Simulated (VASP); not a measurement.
# HfBr2F2 (P-3m1) in VASP: a series of runs, part 2 of 2

VASP 6.6.1.

**4. Relaxation of cell and atoms, PBE**

File INCAR:

```
ALGO = Normal ; EDIFF = 1E-6
EDIFFG = -0.04 ; ENCUT = 600
GGA = PE ; IBRION = 2
ISIF = 3 ; ISMEAR = 0
LASPH = True ; LCHARG = False
LREAL = False ; LWAVE = False
NELM = 80 ; NSW = 90
PREC = Accurate ; SIGMA = 0.1
```

File KPOINTS:

```
k-points
0
Gamma
  6 6 4
```

File POSCAR:

```
HfBr2F2
1.0
    4.3475435300      0.0000000000      0.0000000000
   -2.1737717700      3.7650831400      0.0000000000
    0.0000000000      0.0000000000      5.9929236800
Hf Br F
1 2 2
Direct
    0.0000000000      0.0000000000      0.0000000000
    0.3333333300      0.6666666700      0.4460000100
    0.6666666700      0.3333333300      0.5539999900
    0.3333333300      0.6666666700      0.2260000000
    0.6666666700      0.3333333300      0.7740000000
```

Started as:

```console
$ cat potpaw_PBE.64/Hf_pv/POTCAR potpaw_PBE.64/Br/POTCAR potpaw_PBE.64/F/POTCAR > POTCAR
$ mpirun -np 1 vasp_std > vasp.out
```

It took 19 min on 1 thread of Intel Xeon 6975P-C, shared host; peak memory 0.31 GiB.

It converged, with:

| Quantity | Value |
| --- | --- |
| Free energy | -27.0332 eV |
| Relaxed volume | 18.67 Å³/atom |
| Relaxed cell | a = 3.766 Å, b = 3.766 Å, c = 7.600 Å, α = 90.00°, β = 90.00°, γ = 120.00° |
| Space group after relaxing (to 0.05 Å) | P-3m1 (No. 164) |
| Energy gained by relaxing | 6603.7 meV/atom |
| Ionic steps | 20 |
| Pressure after relaxing | -0.1 GPa |
| Largest force after relaxing | 0.031 eV/Å |
| Band gap on the k mesh | 2.33 eV, direct |

Forces in eV/Å, atoms in the order of the input:
```
Hf   0.000  0.000  0.000
Br   0.000  0.000  0.030
Br   0.000  0.000 -0.030
F    0.000  0.000 -0.031
F    0.000  0.000  0.031
```

Stress tensor (GPa, compression positive):
```
-0.08  0.00  0.00
 0.00 -0.08  0.00
 0.00  0.00 -0.18
```

Step by step:
```
step  energy change (eV)  largest force (eV/Å)  pressure (GPa)  volume (Å³)
   1              0.0000               42.0226           75.37        98.10
   2              3.5202               21.6596           -6.24       256.25
   3            -26.7625                1.8746          -15.02       154.62
   4            -27.0932                1.7014          -15.02       151.80
   5            -28.9701                1.4453          -14.37       124.63
   6            -28.9542                2.4520          -12.51       111.12
   7            -29.0812                1.8968          -13.70       117.62
   8            -31.5785                2.5223           -4.34        92.20
   9            -31.8132                2.6371            3.59        84.92
  10            -32.4447                1.3655            4.54        84.36
  11            -32.7494                0.7760            8.13        83.64
  12            -32.9181                0.5476           -4.24        95.09
  13            -32.9647                0.3707           -0.90        91.19
  14            -32.9903                0.3250           -0.42        91.36
  15            -32.9984                0.2845            0.05        91.51
  16            -33.0117                0.1034            0.60        91.69
  17            -33.0130                0.0506            0.83        91.76
  18            -33.0165                0.0298           -0.47        93.53
  19            -33.0168                0.0346           -0.19        93.13
  20            -33.0187                0.0313           -0.11        93.33
```

Final structure:
```
CELL_PARAMETERS angstrom
3.76564 0.00000 0.00000
-1.88282 3.26114 0.00000
0.00000 0.00000 7.59970
ATOMIC_POSITIONS crystal
Hf 0.00000 0.00000 0.00000
Br 0.33333 0.66667 0.70106
Br 0.66667 0.33333 0.29894
F 0.33333 0.66667 0.06071
F 0.66667 0.33333 0.93929
```

Levels at points of the mesh, in eV from the valence-band top:
| k point | band 17 | band 18 | band 19 | band 20 | band 21 | band 22 |
| --- | --- | --- | --- | --- | --- | --- |
| (0.00, 0.00, 0.00) | -0.11 | 0.00 | 0.00 | 2.33 | 2.33 | 2.59 |
| (0.50, 0.00, 0.00) | -0.96 | -0.95 | -0.62 | 2.53 | 2.80 | 3.08 |
| (0.00, 0.00, 0.50) | -0.37 | -0.14 | -0.14 | 2.41 | 2.41 | 2.85 |
| (0.50, 0.00, 0.50) | -0.99 | -0.61 | -0.32 | 2.40 | 2.63 | 3.22 |

Caveat: spin-orbit coupling is left out, which moves the levels of the heavy elements; this functional lacks dispersion, which binds the layers, so the pressure and a relaxed spacing across them are unreliable.

**5. Single point, PBE**

This run uses another cell than the first one, of 21.41 Å³/atom, 1.091 times its volume.

File INCAR:

```
SYSTEM = HfBr2F2
ALGO = Normal
EDIFF = 1E-6
ENCUT = 520
GGA = PE
ISIF = 2
ISMEAR = 0
LASPH = .TRUE.
LCHARG = .FALSE.
LREAL = .FALSE.
LWAVE = .FALSE.
NBANDS = 27
NELM = 60
PREC = Accurate
SIGMA = 0.02
```

File KPOINTS:

```
k-points
0
G
  12 12 4
  0 0 0
```

File POSCAR:

```
HfBr2F2
1.0
    3.7785656919      0.0000000000      0.0000000000
   -1.8892828460      3.2723338791      0.0000000000
    0.0000000000      0.0000000000      8.6578673234
Hf Br F
1 2 2
Direct
    0.0000000000      0.0000000000      0.0000000000
    0.3333333333      0.6666666667      0.2647655812
    0.6666666667      0.3333333333      0.7352344188
    0.3333333333      0.6666666667      0.9469206521
    0.6666666667      0.3333333333      0.0530793479
```

Started as:

```console
$ cat potpaw_PBE.64/Hf_pv/POTCAR potpaw_PBE.64/Br/POTCAR potpaw_PBE.64/F/POTCAR > POTCAR
$ mpirun -np 1 vasp_std > vasp.out
```

Wall time 3.1 min (1 thread of Intel Xeon 6975P-C, shared host); peak memory 0.35 GiB.

Results (log left out):

| Quantity | Value |
| --- | --- |
| Free energy | -27.1310 eV |
| Pressure | -1.0 GPa |
| Largest force | 0.064 eV/Å |
| Band gap on the k mesh | 2.33 eV, direct |

Forces in eV/Å, atoms in the order of the input:
```
Hf   0.000  0.000  0.000
Br   0.000  0.000 -0.027
Br   0.000  0.000  0.027
F    0.000  0.000  0.064
F    0.000  0.000 -0.064
```

Stress tensor (GPa, compression positive):
```
-1.27  0.00  0.00
 0.00 -1.27  0.00
 0.00  0.00 -0.39
```

Levels at points of the mesh, in eV from the valence-band top:
| k point | band 17 | band 18 | band 19 | band 20 | band 21 | band 22 |
| --- | --- | --- | --- | --- | --- | --- |
| (0.00, 0.00, 0.00) | -0.36 | 0.00 | 0.00 | 2.33 | 2.33 | 2.59 |
| (0.50, 0.00, 0.00) | -0.96 | -0.95 | -0.43 | 2.46 | 2.68 | 3.09 |
| (0.00, 0.00, 0.50) | -0.35 | -0.02 | -0.02 | 2.34 | 2.34 | 2.73 |
| (0.50, 0.00, 0.50) | -0.97 | -0.81 | -0.38 | 2.42 | 2.65 | 3.14 |

Caveat: spin-orbit coupling is left out, which moves the levels of the heavy elements; this functional lacks dispersion, which binds the layers, so the pressure and a relaxed spacing across them are unreliable. A hybrid or GW would open this gap; PBE tends to underestimate it.

**6. Relaxation of cell and atoms, PBE**

This run uses another cell than the first one, of 20.86 Å³/atom, 1.063 times its volume.

File INCAR:

```
SYSTEM = HfBr2F2
PREC     = Accurate       ! precision mode
ENCUT    = 600            ! plane-wave cutoff, eV
EDIFF    = 1E-6           ! SCF threshold, eV
ISMEAR   = 0              ! smearing method
SIGMA    = 0.02           ! smearing width, eV
LREAL    = .False.        ! projectors in reciprocal space
LASPH    = .True.         ! aspherical terms in the spheres
NELM     = 100            ! most SCF steps
ALGO     = Normal         ! electronic algorithm
ISIF     = 3              ! what is computed and relaxed
LWAVE    = .False.        ! write WAVECAR
LCHARG   = .False.        ! write CHGCAR
GGA      = PE             ! functional
IBRION   = 2              ! ionic algorithm
NSW      = 100            ! ionic steps
EDIFFG   = -0.01          ! ionic threshold
```

File KPOINTS:

```
regular mesh
0
Gamma
  12 12 4
  0 0 0
```

File POSCAR:

```
HfBr2F2
1.0
    3.7774106269      0.0000000000      0.0000000000
   -1.8887053135      3.2713335634      0.0000000000
    0.0000000000      0.0000000000      8.4393183024
Hf Br F
1 2 2
Direct
    0.0000000000      0.0000000000      0.0000000000
    0.3333333333      0.6666666667      0.2712169272
    0.6666666667      0.3333333333      0.7287830728
    0.3333333333      0.6666666667      0.9454157686
    0.6666666667      0.3333333333      0.0545842314
```

Potentials or basis: VASP PAW PBE potentials, release 64 (Hf_pv, Br, F).

Started as:

```console
$ cat potpaw_PBE.64/Hf_pv/POTCAR potpaw_PBE.64/Br/POTCAR potpaw_PBE.64/F/POTCAR > POTCAR
$ mpirun -np 1 vasp_std > vasp.out
```

Run time: 17 min. Hardware: 1 thread of Intel Xeon 6975P-C, shared host; peak memory 0.4 GiB.

Results (log left out):

```
Free energy                            : -27.1394 eV
Relaxed volume                         : 20.65 Å³/atom
Relaxed cell                           : a = 3.758 Å, b = 3.758 Å, c = 8.444 Å, α = 90.00°, β = 90.00°, γ = 120.00°
Space group after relaxing (to 0.05 Å) : P-3m1 (No. 164)
Energy gained by relaxing              : 0.9 meV/atom
Ionic steps                            : 8
Pressure after relaxing                : 0.0 GPa
Largest force after relaxing           : 0.006 eV/Å
Band gap on the k mesh                 : 2.32 eV, direct
```

Forces on the atoms (eV/Å):
```
Hf   0.000  0.000  0.000
Br   0.000  0.000  0.000
Br   0.000  0.000  0.000
F    0.000  0.000  0.006
F    0.000  0.000 -0.006
```

The path:
```csv
step,energy change (eV),largest force (eV/Å),pressure (GPa),volume (Å³)
1,0.0000,0.0680,-0.90,104.29
2,-0.0028,0.0644,0.63,102.53
3,-0.0042,0.0360,0.06,103.17
4,-0.0044,0.0263,0.02,103.24
5,-0.0045,0.0244,0.01,103.26
6,-0.0044,0.0214,-0.02,103.31
7,-0.0045,0.0243,-0.01,103.28
8,-0.0045,0.0062,0.00,103.27
```

Final structure:
```cif
data_structure
_symmetry_space_group_name_H-M 'P 1'
_symmetry_Int_Tables_number 1
_cell_length_a 3.7579
_cell_length_b 3.7579
_cell_length_c 8.4443
_cell_angle_alpha 90.000
_cell_angle_beta 90.000
_cell_angle_gamma 120.000
_cell_volume 103.27
loop_
_atom_site_label
_atom_site_type_symbol
_atom_site_fract_x
_atom_site_fract_y
_atom_site_fract_z
_atom_site_occupancy
Hf1 Hf 0.00000 0.00000 0.00000 1
Br1 Br 0.33333 0.66667 0.27153 1
Br2 Br 0.66667 0.33333 0.72847 1
F1 F 0.33333 0.66667 0.94614 1
F2 F 0.66667 0.33333 0.05386 1
```

Levels at points of the mesh, in eV from the valence-band top:
```
           k point  band 15  band 16  band 17  band 18  band 19  band 20  band 21  band 22  band 23
(0.00, 0.00, 0.00)    -0.56    -0.37    -0.37     0.00     0.00     2.32     2.32     2.61     5.27
(0.50, 0.00, 0.00)    -2.17    -1.05    -0.99    -0.98    -0.46     2.47     2.68     3.10     3.40
(0.00, 0.00, 0.50)    -1.16    -0.35    -0.35    -0.03    -0.03     2.34     2.34     2.77     5.94
(0.50, 0.00, 0.50)    -2.28    -1.02    -1.02    -0.83    -0.40     2.41     2.64     3.17     3.38
```

Caveat: spin-orbit coupling is left out, which moves the levels of the heavy elements; this functional lacks dispersion, which binds the layers, so the pressure and a relaxed spacing across them are unreliable. A k mesh can miss the band edges.

**7. Summary**

| task | cell | k mesh | cutoff (eV) | smearing | gap on the mesh (eV) | pressure (GPa) | relaxed volume (Å³/atom) | largest force (eV/Å) |
| --- | --- | --- | --- | --- | --- | --- | --- | --- |
| single point | a = 4.348, b = 4.348, c = 5.993 Å, angles 90.0, 90.0, 120.0°, 5 atoms | 6 × 6 × 4 | 520 | gaussian 0.1 eV | none | 75.4 | - | 42.06 |
| single point | a = 3.777, b = 3.777, c = 8.439 Å, angles 90.0, 90.0, 120.0°, 5 atoms | 6 × 6 × 4 | 520 | gaussian 0.1 eV | 2.34 | -0.8 | - | 0.07 |
| relaxation of cell and atoms | relaxed from a = 4.348, b = 4.348, c = 5.993 Å, angles 90.0, 90.0, 120.0°, 5 atoms | 6 × 6 × 4 | 600 | gaussian 0.1 eV | 2.33 | -0.1 | 18.67 | 0.03 |
| single point | a = 3.779, b = 3.779, c = 8.658 Å, angles 90.0, 90.0, 120.0°, 5 atoms | 12 × 12 × 4 | 520 | gaussian 0.02 eV | 2.33 | -1.0 | - | 0.06 |
| relaxation of cell and atoms | relaxed from a = 3.777, b = 3.777, c = 8.439 Å, angles 90.0, 90.0, 120.0°, 5 atoms | 12 × 12 × 4 | 600 | gaussian 0.02 eV | 2.32 | 0.0 | 20.65 | 0.01 |

Alike in all rows: level PBE; potentials or basis VASP PAW PBE potentials, release 64 (Hf_pv, Br, F); no spin polarisation.

Caveats: spin-orbit coupling is left out, which moves the levels of the heavy elements; this functional lacks dispersion, which binds the layers, so the pressure and a relaxed spacing across them are unreliable (some runs); forces of over 1 eV/Å act on the atoms, so gaps and moduli don't describe the material at rest (some runs).

Absolute energies hang on the potentials; compare differences alone.
